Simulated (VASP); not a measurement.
# BAs in VASP: further runs, part 2 of 2

VASP 6.6.1. The steps go on from the part before.

**3. Single point, PBE (z stretched by -3 %, then relaxed in part)**

Contents of INCAR:

```
SYSTEM = BAs
ALGO = Normal ; EDIFF = 1E-6
ENCUT = 560 ; GGA = PE
GGA_COMPAT = .False. ; ISIF = 2
ISMEAR = -1 ; LASPH = .True.
LCHARG = .True. ; LELF = .True.
LREAL = .False. ; LVHAR = .True.
LWAVE = .False. ; NBANDS = 16
NELM = 120 ; PREC = Accurate
SIGMA = 0.02
```

Contents of KPOINTS:

```
k-points
0
Gamma
  16 16 16
  0 0 0
```

Contents of POSCAR:

```
BAs
1.0
    0.0000000000      2.3885000000      2.3168450000
    2.3885000000      0.0000000000      2.3168450000
    2.3885000000      2.3885000000      0.0000000000
B As
1 1
Direct
    0.0000000000      0.0000000000      0.0000000000
    0.2500000000      0.2500000000      0.2500000000
```

Potentials or basis: VASP PAW PBE potentials, release 64 (B, As_d).

On the command line:

```console
$ cat potpaw_PBE.64/B/POTCAR potpaw_PBE.64/As_d/POTCAR > POTCAR
$ mpirun -np 1 vasp_std > vasp.out
```

OUTCAR:

```text
SYSTEM = BAs
   EDIFF = 1E-6
   ENCUT = 560
   GGA = PE
   ISIF = 2
   ISMEAR = -1
   LASPH = .True.
   LREAL = .False.
   NELM = 120
   PREC = Accurate

 ion  position               nearest neighbor table
   1  0.000  0.000  0.000-   2 2.05   2 2.05   2 2.05   2 2.05
   2  0.250  0.250  0.250-   1 2.05   1 2.05   1 2.05   1 2.05

  LATTYP: Found a body centered tetragonal cell.
 ALAT       =     3.3778490937
 C/A-ratio  =     1.3717871555

  Lattice vectors:

 A1 = (   0.0000000000,  -2.3885000000,  -2.3168450000)
 A2 = (   0.0000000000,   2.3885000000,  -2.3168450000)
 A3 = (   2.3885000000,   0.0000000000,   2.3168450000)

Analysis of symmetry for initial positions (statically):
=====================================================================
 Subroutine PRICEL returns:
 Original cell was already a primitive cell.

 Routine SETGRP: Setting up the symmetry group for a
 body centered tetragonal supercell.

 Subroutine GETGRP returns: Found  8 space group operations
 (whereof  8 operations were pure point group operations)
 out of a pool of 16 trial point group operations.

The static configuration has the point symmetry D_2d.

Analysis of symmetry for dynamics (positions and initial velocities):
=====================================================================
 Subroutine PRICEL returns:
 Original cell was already a primitive cell.

 Routine SETGRP: Setting up the symmetry group for a
 body centered tetragonal supercell.

 Subroutine GETGRP returns: Found  8 space group operations
 (whereof  8 operations were pure point group operations)
 out of a pool of 16 trial point group operations.

The dynamic configuration has the point symmetry D_2d.

 Subroutine INISYM returns: Found  8 space group operations
 (whereof  8 operations are pure point group operations),
 and found     1 'primitive' translations

----------------------------------------------------------------------------------------

                                     Primitive cell

  volume of cell :      26.4349

  direct lattice vectors                    reciprocal lattice vectors
     0.000000000  2.388500000  2.316845000    -0.209336404  0.209336404  0.215810725
     2.388500000  0.000000000  2.316845000     0.209336404 -0.209336404  0.215810725
     2.388500000  2.388500000  0.000000000     0.209336404  0.209336404 -0.215810725

  length of vectors
     3.327567130  3.327567130  3.377849094     0.366357379  0.366357379  0.366357379

  position of ions in fractional coordinates (direct lattice)
     0.000000000  0.000000000  0.000000000
     0.250000000  0.250000000  0.250000000

  ion indices of the primitive-cell ions
   primitive index   ion index
                 1           1
                 2           2

----------------------------------------------------------------------------------------

 KPOINTS: k-points

Automatic generation of k-mesh.
 Grid dimensions read from file:
 generate k-points for:   16   16   16

 Generating k-lattice:

  Cartesian coordinates                     Fractional coordinates (reciprocal lattice)
    -0.013083525  0.013083525  0.013488170     0.062500000 -0.000000000  0.000000000
     0.013083525 -0.013083525  0.013488170    -0.000000000  0.062500000  0.000000000
     0.013083525  0.013083525 -0.013488170     0.000000000  0.000000000  0.062500000

  Length of vectors
     0.022897336  0.022897336  0.022897336

  Shift w.r.t. Gamma in fractional coordinates (k-lattice)
     0.000000000  0.000000000  0.000000000

 Subroutine IBZKPT returns following result:
 ===========================================

 Found    349 irreducible k-points:

 Following reciprocal coordinates:
            Coordinates               Weight
  0.000000  0.000000  0.000000      1.000000
  0.062500  0.000000  0.000000      8.000000
  0.125000  0.000000  0.000000      8.000000
  0.187500  0.000000  0.000000      8.000000
  0.250000  0.000000  0.000000      8.000000
  0.312500  0.000000  0.000000      8.000000
[... 16 lines left out ...]
 -0.125000  0.062500  0.000000      8.000000
 -0.062500  0.062500  0.000000      4.000000
 [... further k-points ...]
   k-points           NKPTS =    349   k-points in BZ     NKDIM =    349   number of bands    NBANDS=     16
   number of dos      NEDOS =    301   number of ions     NIONS =      2
   total plane-waves  NPLWV =  21952
   dimension x,y,z NGX =    28 NGY =   28 NGZ =   28
   dimension x,y,z NGXF=    56 NGYF=   56 NGZF=   56
   ions per type =               1   1
   NGX,Y,Z   is equivalent  to a cutoff of  13.99, 13.99, 13.78 a.u.
   NGXF,Y,Z  is equivalent  to a cutoff of  27.98, 27.98, 27.56 a.u.
 SYSTEM =  BAs
   PREC   = accura    normal or accurate (medium, high low for compatibility)
   ISTART =      0    job   : 0-new  1-cont  2-samecut
   ICHARG =      2    charge: 1-file 2-atom 10-const
   ISPIN  =      1    spin polarized calculation?
   LNONCOLLINEAR =      F non collinear calculations
   LSORBIT =      F    spin-orbit coupling
   LASPH  =      T    aspherical Exc in radial PAW
   ENCUT  =  560.0 eV  41.16 Ry    6.42 a.u.   6.42  6.42  6.52*2*pi/ulx,y,z
   NELM   =    120;   NELMIN=  2; NELMDL= -5     # of ELM steps
   EDIFF  = 0.1E-05   stopping-criterion for ELM
   LREAL  =      F    real-space projection
[... 7 lines left out ...]
   TEBEG  =    0.0;   TEEND  =   0.0 temperature during run
   PSTRESS=    0.0 pullay stress
   NELECT =      18.0000    total number of electrons
   NUPDOWN=      -1.0000    fix difference up-down
   EMIN   =  10.00;   EMAX   =-10.00  energy-range for DOS
   EFERMI =   0.00;   METHOD = LEGACY
   ISMEAR =    -1;   SIGMA  =   0.02  broadening in eV -4-tet -1-fermi 0-gaus
   EFERMI_NEDOS =   21; number of points for ismear=-14 and -15
   IALGO  =     38    algorithm
   IMIX   =      4    mixing-type and parameters
     AMIX     =   0.40;   BMIX     =  1.00
     AMIX_MAG =   1.60;   BMIX_MAG =  1.00
  volume/ion in A,a.u.               =      13.22        89.20
  Fermi-wavevector in a.u.,A,eV,Ry     =   1.440256  2.721690 28.223093  2.074339
  Thomas-Fermi vector in A             =   2.559021
   LORBIT       =      0    0 simple, 1 ext, 2 COOP (PROOUT), +10 PAW based schemes
   GGA     = PE    functional components
   LHFCALC =     F    Hartree Fock is set to
   AEXX    =    0.0000 exact exchange contribution
   IVDW    =     0    specifies the selected vdW correction
   LEPSILON=     F    determine dielectric tensor
   LRPA    =     F    only Hartree local field effects (RPA)
 non-spin polarized calculation
  energy-cutoff  :      560.00
  volume of cell :       26.43
 maximum number of plane-waves:       820
 NGX is ok and might be reduce to    28
   NGX = 13   NGY = 13   NGZ = 13

 number of electron      18.0000004 magnetization

 Free energy of the ion-electron system (eV)
  ---------------------------------------------------
  ext. energy  EPLUGINS =         0.00000000
  ---------------------------------------------------
  free energy    TOTEN  =       -11.40532664 eV

  energy without entropy =      -11.40532664  energy(sigma->0) =      -11.40532664

 E-fermi :   5.6561     XC(G=0): -11.2850

 val. band max:        5.2927349637   @ k =   0.0000   0.0000   0.0000
 cond. band min:       6.0007155867   @ k =   0.3750   0.3750   0.0000
 fundamental gap:      0.7079806230
 Fermi energy:         5.6561437156

 k-point     1 :       0.0000    0.0000    0.0000
  band No.  band energies     occupation
      1     -30.7209      2.00000
      2     -30.7209      2.00000
      3     -30.7158      2.00000
      4     -30.6948      2.00000
      5     -30.6910      2.00000
      6     -10.5814      2.00000
[... 8 lines left out ...]
     15      17.9780      0.00000
     16      18.8008      0.00000

 k-point     2 :       0.0625    0.0000    0.0000
  band No.  band energies     occupation
      1     -30.7207      2.00000
      2     -30.7205      2.00000
      3     -30.7156      2.00000
      4     -30.6948      2.00000
      5     -30.6910      2.00000
      6     -10.5153      2.00000
[... 8 lines left out ...]
     15      17.3671      0.00000
     16      17.9950      0.00000
[... 387 lines left out ...]
      5     -30.6912      2.00000
      6     -10.1724      2.00000
[... 8 lines left out ...]
     15      16.2628      0.00000
     16      16.9601      0.00000

 k-point    24 :      -0.0625    0.0625    0.0000
  band No.  band energies     occupation
      1     -30.7206      2.00000
      2     -30.7201      2.00000
      3     -30.7147      2.00000
      4     -30.6946      2.00000
      5     -30.6912      2.00000
      6     -10.4089      2.00000
[... 8 lines left out ...]
     15      16.4513      0.00000
     16      17.4004      0.00000

 [... further k-points ...]
[... 5 lines left out ...]
  --------------------------------------------------------------------------------------
  -------------------------------------------------------------------------------------
  Total        0.8352569      0.8352569      1.8552434      0.0000000      0.0000000      0.0000000
  in kB       50.6236192     50.6236192    112.4434138      0.0000000      0.0000000      0.0000000
  external PRESSURE =      71.2302174 kB  Pullay stress =       0.0000000 kB

 VOLUME and BASIS-vectors are now :
 -----------------------------------------------------------------------------
  energy-cutoff  :      560.00
  volume of cell :       26.43
      direct lattice vectors                 reciprocal lattice vectors
     0.000000000  2.388500000  2.316845000    -0.209336404  0.209336404  0.215810725
     2.388500000  0.000000000  2.316845000     0.209336404 -0.209336404  0.215810725
     2.388500000  2.388500000  0.000000000     0.209336404  0.209336404 -0.215810725

 POSITION                                       TOTAL-FORCE (eV/Angst)
 -----------------------------------------------------------------------------------
      0.00000      0.00000      0.00000         0.000000      0.000000      0.000000
      1.19425      1.19425      1.15842        -0.000000     -0.000000     -0.000000
 -----------------------------------------------------------------------------------
    total drift:                                0.000001      0.000001     -0.000000

  FREE ENERGIE OF THE ION-ELECTRON SYSTEM (eV)
  ---------------------------------------------------
  free  energy   TOTEN  =       -11.4053266441 eV

  energy  without entropy=      -11.4053266441  energy(sigma->0) =      -11.40532664
```

Run time: 2.9 min. Hardware: 1 thread of Intel Xeon Platinum 8259CL at 2.50GHz (Skylake/Cascade Lake), shared host; peak memory 0.29 GiB.

What came out:

```
Free energy            : -11.4053 eV
Pressure               : 7.1 GPa
Band gap on the k mesh : 0.71 eV (least direct gap 3.00 eV)
```

Stress tensor (GPa, compression positive):
```
 5.06  0.00  0.00
 0.00  5.06  0.00
 0.00  0.00 11.24
```

Levels at points of the mesh, in eV from the valence-band top:
| k point | band 6 | band 7 | band 8 | band 9 | band 10 | band 11 | band 12 | band 13 |
| --- | --- | --- | --- | --- | --- | --- | --- | --- |
| (0.00, 0.00, 0.00) | -15.87 | -0.29 | -0.29 | 0.00 | 3.00 | 3.20 | 3.20 | 4.87 |
| (0.50, 0.00, 0.00) | -12.89 | -9.20 | -2.25 | -1.88 | 2.63 | 4.51 | 4.83 | 8.77 |
| (0.50, 0.50, 0.00) | -11.36 | -8.71 | -4.59 | -4.59 | 0.97 | 0.97 | 11.53 | 11.53 |
| (0.50, 0.00, 0.50) | -11.62 | -8.97 | -4.32 | -4.27 | 1.33 | 1.36 | 11.25 | 11.69 |

Caveat: the cell differs from its parent crystal (z stretched by -3 %, then relaxed in part); the stress differs along the axes, from 5 to 11 GPa; semilocal functionals underestimate gaps, and a narrow one can read as zero.
